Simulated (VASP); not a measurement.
# Cr (Im-3m) in VASP: notebook

Runs on Cr. Level: PBEsol. Tasks: single point.

All numbers are computed with VASP 6.6.1; they aren't measurements. Logs are shortened: lines on timing, memory, paths and dates and some standing lists are left out, and cuts for length are marked.

## Step 1: The cell of the first run

The structure is cubic, space group Im-3m (No. 229). The conventional cell has a = 2.969 Å, b = 2.969 Å, c = 2.969 Å, α = 90.00°, β = 90.00°, γ = 90.00°. Within 3.4 Å of Cr (site symmetry m-3m) lie 14 Cr at 2.57 to 2.97 Å.

## Step 2: Single point, PBEsol, collinear spin, ferromagnetic start

Input file INCAR:

```
SYSTEM = Cr
PREC = Accurate ; ENCUT = 520
EDIFF = 1E-6 ; ISMEAR = -1
SIGMA = 0.05 ; LREAL = .FALSE.
LASPH = .TRUE. ; NELM = 150
ALGO = Normal ; ISIF = 2
LWAVE = .FALSE. ; LCHARG = .FALSE.
ISPIN = 2 ; MAGMOM = 1.5
LORBIT = 11 ; NUPDOWN = 1.5
LMAXMIX = 4 ; GGA = PS
NBANDS = 16
```

Input file KPOINTS:

```
regular mesh
0
G
  10 10 10
  0 0 0
```

Input file POSCAR:

```
Cr
1.0
   -1.4844496776      1.4844496776      1.4844496776
    1.4844496776     -1.4844496776      1.4844496776
    1.4844496776      1.4844496776     -1.4844496776
Cr
1
Direct
    0.0000000000      0.0000000000      0.0000000000
```

Potentials or basis: VASP PAW PBE potentials, release 64 (Cr_pv).

Launch:

```
> cat potpaw_PBE.64/Cr_pv/POTCAR > POTCAR
> mpirun -np 1 vasp_std > vasp.out
```

OUTCAR:

```text
SYSTEM = Cr
   PREC = Accurate
   ENCUT = 520
   EDIFF = 1E-6
   ISMEAR = -1
   LREAL = .FALSE.
   LASPH = .TRUE.
   NELM = 150
   ISIF = 2
   ISPIN = 2
   LORBIT = 11
   NUPDOWN = 1.5
   GGA = PS

 ion  position               nearest neighbor table
   1  0.000  0.000  0.000-

  LATTYP: Found a body centered cubic cell.
 ALAT       =     2.9688993552

  Lattice vectors:

 A1 = (  -1.4844496776,   1.4844496776,   1.4844496776)
 A2 = (   1.4844496776,  -1.4844496776,   1.4844496776)
 A3 = (   1.4844496776,   1.4844496776,  -1.4844496776)

Analysis of symmetry for initial positions (statically):
=====================================================================
 Subroutine PRICEL returns:
 Original cell was already a primitive cell.

 Routine SETGRP: Setting up the symmetry group for a
 body centered cubic supercell.

 Subroutine GETGRP returns: Found 48 space group operations
 (whereof 48 operations were pure point group operations)
 out of a pool of 48 trial point group operations.

The static configuration has the point symmetry O_h .

Analysis of symmetry for dynamics (positions and initial velocities):
=====================================================================
 Subroutine PRICEL returns:
 Original cell was already a primitive cell.

 Routine SETGRP: Setting up the symmetry group for a
 body centered cubic supercell.

 Subroutine GETGRP returns: Found 48 space group operations
 (whereof 48 operations were pure point group operations)
 out of a pool of 48 trial point group operations.

The dynamic configuration has the point symmetry O_h .

Analysis of structural, dynamic, and magnetic symmetry:
=====================================================================
 Subroutine PRICEL returns:
 Original cell was already a primitive cell.

 Routine SETGRP: Setting up the symmetry group for a
 body centered cubic supercell.

 Subroutine GETGRP returns: Found 48 space group operations
 (whereof 48 operations were pure point group operations)
 out of a pool of 48 trial point group operations.

The overall configuration has the point symmetry O_h .

 Subroutine INISYM returns: Found 48 space group operations
 (whereof 48 operations are pure point group operations),
 and found     1 'primitive' translations

----------------------------------------------------------------------------------------

                                     Primitive cell

  volume of cell :      13.0845

  direct lattice vectors                    reciprocal lattice vectors
    -1.484449678  1.484449678  1.484449678     0.000000000  0.336825160  0.336825160
     1.484449678 -1.484449678  1.484449678     0.336825160  0.000000000  0.336825160
     1.484449678  1.484449678 -1.484449678     0.336825160  0.336825160  0.000000000

  length of vectors
     2.571142263  2.571142263  2.571142263     0.476342709  0.476342709  0.476342709

  position of ions in fractional coordinates (direct lattice)
     0.000000000  0.000000000  0.000000000

  ion indices of the primitive-cell ions
   primitive index   ion index
                 1           1

----------------------------------------------------------------------------------------

 KPOINTS: regular mesh

Automatic generation of k-mesh.
 Grid dimensions read from file:
 generate k-points for:   10   10   10

 Generating k-lattice:

  Cartesian coordinates                     Fractional coordinates (reciprocal lattice)
     0.000000000  0.033682516  0.033682516     0.100000000  0.000000000  0.000000000
     0.033682516  0.000000000  0.033682516     0.000000000  0.100000000  0.000000000
     0.033682516  0.033682516  0.000000000     0.000000000  0.000000000  0.100000000

  Length of vectors
     0.047634271  0.047634271  0.047634271

  Shift w.r.t. Gamma in fractional coordinates (k-lattice)
     0.000000000  0.000000000  0.000000000

 Subroutine IBZKPT returns following result:
 ===========================================

 Found     47 irreducible k-points:

 Following reciprocal coordinates:
            Coordinates               Weight
  0.000000  0.000000  0.000000      1.000000
  0.100000  0.000000  0.000000     12.000000
  0.200000  0.000000  0.000000     12.000000
  0.300000  0.000000  0.000000     12.000000
  0.400000  0.000000  0.000000     12.000000
  0.500000  0.000000  0.000000      6.000000
[... 16 lines left out ...]
  0.300000  0.300000  0.100000      8.000000
 -0.300000  0.300000  0.100000     24.000000
 [... further k-points ...]
   k-points           NKPTS =     47   k-points in BZ     NKDIM =     47   number of bands    NBANDS=     16
   number of dos      NEDOS =    301   number of ions     NIONS =      1
   total plane-waves  NPLWV =   8000
   dimension x,y,z NGX =    20 NGY =   20 NGZ =   20
   dimension x,y,z NGXF=    40 NGYF=   40 NGZF=   40
   ions per type =               1
   NGX,Y,Z   is equivalent  to a cutoff of  12.93, 12.93, 12.93 a.u.
   NGXF,Y,Z  is equivalent  to a cutoff of  25.86, 25.86, 25.86 a.u.
 SYSTEM =  Cr
   PREC   = accura    normal or accurate (medium, high low for compatibility)
   ISTART =      0    job   : 0-new  1-cont  2-samecut
   ICHARG =      2    charge: 1-file 2-atom 10-const
   ISPIN  =      2    spin polarized calculation?
   LNONCOLLINEAR =      F non collinear calculations
   LSORBIT =      F    spin-orbit coupling
   LASPH  =      T    aspherical Exc in radial PAW
   ENCUT  =  520.0 eV  38.22 Ry    6.18 a.u.   4.78  4.78  4.78*2*pi/ulx,y,z
   NELM   =    150;   NELMIN=  2; NELMDL= -5     # of ELM steps
   EDIFF  = 0.1E-05   stopping-criterion for ELM
   LREAL  =      F    real-space projection
[... 7 lines left out ...]
   TEBEG  =    0.0;   TEEND  =   0.0 temperature during run
   PSTRESS=    0.0 pullay stress
   NELECT =      12.0000    total number of electrons
   NUPDOWN=       1.5000    fix difference up-down
   EMIN   =  10.00;   EMAX   =-10.00  energy-range for DOS
   EFERMI =   0.00;   METHOD = LEGACY
   ISMEAR =    -1;   SIGMA  =   0.05  broadening in eV -4-tet -1-fermi 0-gaus
   EFERMI_NEDOS =   21; number of points for ismear=-14 and -15
   IALGO  =     38    algorithm
   IMIX   =      4    mixing-type and parameters
     AMIX     =   0.40;   BMIX     =  1.00
     AMIX_MAG =   1.60;   BMIX_MAG =  1.00
  volume/ion in A,a.u.               =      13.08        88.30
  Fermi-wavevector in a.u.,A,eV,Ry     =   1.590559  3.005721 34.421077  2.529878
  Thomas-Fermi vector in A             =   2.689235
   LORBIT       =     11    0 simple, 1 ext, 2 COOP (PROOUT), +10 PAW based schemes
   GGA     = PS    functional components
   LHFCALC =     F    Hartree Fock is set to
   AEXX    =    0.0000 exact exchange contribution
   IVDW    =     0    specifies the selected vdW correction
   LEPSILON=     F    determine dielectric tensor
   LRPA    =     F    only Hartree local field effects (RPA)
 spin polarized calculation
  energy-cutoff  :      520.00
  volume of cell :       13.08
 maximum number of plane-waves:       370
   NGX =  9   NGY =  9   NGZ =  9

 number of electron      12.0000008 magnetization       1.5000001

 Free energy of the ion-electron system (eV)
  ---------------------------------------------------
  ext. energy  EPLUGINS =         0.00000000
  ---------------------------------------------------
  free energy    TOTEN  =        -9.45800977 eV

  energy without entropy =       -9.43433184  energy(sigma->0) =       -9.44617081

 E-fermi :   8.6801     XC(G=0): -13.0715

 val. band max:        9.6517175447   @ k =   0.3000   0.2000   0.0000
 cond. band min:       8.6938429799   @ k =  -0.3000   0.3000   0.1000
 fundamental gap:     -0.9578745648
 Fermi energy:         9.6831554375

 spin component 1

 k-point     1 :       0.0000    0.0000    0.0000
  band No.  band energies     occupation
      1     -33.8659      1.00000
      2     -33.8659      1.00000
      3     -33.8659      1.00000
      4       1.4590      1.00000
      5       8.0106      1.00000
      6       8.0106      1.00000
[... 8 lines left out ...]
     15      36.6732      0.00000
     16      39.9956      0.00000

 k-point     2 :       0.1000    0.0000    0.0000
  band No.  band energies     occupation
      1     -33.9275      1.00000
      2     -33.8854      1.00000
      3     -33.8661      1.00000
      4       1.8499      1.00000
      5       7.8741      1.00000
      6       7.9835      1.00000
[... 8 lines left out ...]
     15      36.7156      0.00000
     16      36.8191      0.00000

 k-point     3 :       0.2000    0.0000    0.0000
  band No.  band energies     occupation
      1     -34.0868      1.00000
      2     -33.9364      1.00000
      3     -33.8666      1.00000
      4       2.9208      1.00000
      5       7.5312      1.00000
      6       7.8348      1.00000
[... 8 lines left out ...]
     15      35.1583      0.00000
     16      35.7395      0.00000

 k-point     4 :       0.3000    0.0000    0.0000
  band No.  band energies     occupation
      1     -34.2797      1.00000
      2     -33.9989      1.00000
      3     -33.8673      1.00000
      4       4.2346      1.00000
      5       7.1329      1.00000
      6       7.8232      1.00000
[... 8 lines left out ...]
     15      34.6779      0.00000
     16      37.8658      0.00000
[... 324 lines left out ...]
 k-point    22 :      -0.2000    0.2000    0.1000
  band No.  band energies     occupation
      1     -34.0871      1.00000
      2     -33.9571      1.00000
      3     -33.9151      1.00000
      4       3.2634      1.00000
      5       7.7560      1.00000
      6       7.9015      1.00000
[... 8 lines left out ...]
     15      35.1534      0.00000
     16      35.9493      0.00000

 k-point    23 :       0.3000    0.3000    0.1000
  band No.  band energies     occupation
      1     -34.2581      1.00000
      2     -34.2581      1.00000
      3     -33.9962      1.00000
      4       6.2929      1.00000
      5       7.0067      1.00000
      6       7.0067      1.00000
[... 8 lines left out ...]
     15      37.6729      0.00000
     16      44.3424      0.00000

 k-point    24 :      -0.3000    0.3000    0.1000
  band No.  band energies     occupation
      1     -34.2709      1.00000
      2     -34.0206      1.00000
      3     -33.9135      1.00000
      4       4.5314      1.00000
      5       7.3909      1.00000
      6       7.6583      1.00000
[... 8 lines left out ...]
     15      34.0277      0.00000
     16      36.3372      0.00000

 [... further k-points ...]

 spin component 2

 k-point     1 :       0.0000    0.0000    0.0000
  band No.  band energies     occupation
      1     -32.4935      1.00000
      2     -32.4935      1.00000
      3     -32.4935      1.00000
      4       2.0603      1.00000
      5       9.3455      0.00000
      6       9.3455      0.00000
[... 8 lines left out ...]
     15      37.1081      0.00000
     16      40.9544      0.00000

 k-point     2 :       0.1000    0.0000    0.0000
  band No.  band energies     occupation
      1     -32.5572      1.00000
      2     -32.5134      1.00000
      3     -32.4937      1.00000
      4       2.4527      1.00000
      5       9.1978      0.00003
      6       9.3041      0.00000
[... 8 lines left out ...]
     15      37.4430      0.00000
     16      37.7326      0.00000

 k-point     3 :       0.2000    0.0000    0.0000
  band No.  band energies     occupation
      1     -32.7218      1.00000
      2     -32.5654      1.00000
      3     -32.4945      1.00000
      4       3.5358      1.00000
      5       8.8283      0.04900
      6       9.0675      0.00043
[... 8 lines left out ...]
     15      35.9411      0.00000
     16      36.2604      0.00000

 k-point     4 :       0.3000    0.0000    0.0000
  band No.  band energies     occupation
      1     -32.9208      1.00000
      2     -32.6293      1.00000
      3     -32.4955      1.00000
      4       4.9266      1.00000
      5       8.4019      0.99618
      6       8.8567      0.02841
[... 8 lines left out ...]
     15      35.4144      0.00000
     16      38.4026      0.00000
[... 324 lines left out ...]
 k-point    22 :      -0.2000    0.2000    0.1000
  band No.  band energies     occupation
      1     -32.7223      1.00000
      2     -32.5866      1.00000
      3     -32.5441      1.00000
      4       3.8786      1.00000
      5       9.0549      0.00055
      6       9.1333      0.00012
[... 8 lines left out ...]
     15      35.9332      0.00000
     16      36.6654      0.00000

 k-point    23 :       0.3000    0.3000    0.1000
  band No.  band energies     occupation
      1     -32.8982      1.00000
      2     -32.8982      1.00000
      3     -32.6282      1.00000
      4       7.4242      1.00000
      5       8.0260      1.00000
      6       8.0260      1.00000
[... 8 lines left out ...]
     15      38.2555      0.00000
     16      45.0686      0.00000

 k-point    24 :      -0.3000    0.3000    0.1000
  band No.  band energies     occupation
      1     -32.9117      1.00000
      2     -32.6515      1.00000
      3     -32.5428      1.00000
      4       5.2195      1.00000
      5       8.6643      0.57808
      6       8.6938      0.43150
[... 8 lines left out ...]
     15      34.8040      0.00000
     16      36.9960      0.00000

 [... further k-points ...]
[... 5 lines left out ...]
  --------------------------------------------------------------------------------------
  -------------------------------------------------------------------------------------
  Total       -1.3745468     -1.3745468     -1.3745468      0.0000000     -0.0000000      0.0000000
  in kB     -168.3114598   -168.3114598   -168.3114598      0.0000000     -0.0000000      0.0000000
  external PRESSURE =    -168.3114598 kB  Pullay stress =       0.0000000 kB

 VOLUME and BASIS-vectors are now :
 -----------------------------------------------------------------------------
  energy-cutoff  :      520.00
  volume of cell :       13.08
      direct lattice vectors                 reciprocal lattice vectors
    -1.484449678  1.484449678  1.484449678     0.000000000  0.336825160  0.336825160
     1.484449678 -1.484449678  1.484449678     0.336825160  0.000000000  0.336825160
     1.484449678  1.484449678 -1.484449678     0.336825160  0.336825160  0.000000000

 POSITION                                       TOTAL-FORCE (eV/Angst)
 -----------------------------------------------------------------------------------
      0.00000      0.00000      0.00000        -0.000000     -0.000000      0.000000
 -----------------------------------------------------------------------------------
    total drift:                                0.000000     -0.000000      0.000000

  FREE ENERGIE OF THE ION-ELECTRON SYSTEM (eV)
  ---------------------------------------------------
  free  energy   TOTEN  =        -9.4580097659 eV

  energy  without entropy=       -9.4343318443  energy(sigma->0) =       -9.44617081

 total charge

# of ion       s       p       d       tot
------------------------------------------
    1        0.389   6.315   4.129  10.832

 magnetization (x)

# of ion       s       p       d       tot
------------------------------------------
    1        0.003   0.051   1.334   1.388
```

Run time: 17 s. Hardware: 1 thread of Intel Xeon Platinum 8259CL at 2.50GHz (Skylake/Cascade Lake), shared host; peak memory 0.13 GiB.

Results:

- Free energy: -9.4580 eV
- Pressure: -16.8 GPa
- Net moment: 1.50 μB per cell
- Site moments: Cr +1.39 μB
- Valence electrons inside the program's atomic spheres: Cr 10.83

Caveat: the PAW data sets were made with another functional, which shifts forces and pressure a little; the total moment is fixed, so each spin has its own Fermi level.

[end of part 1 of 3]
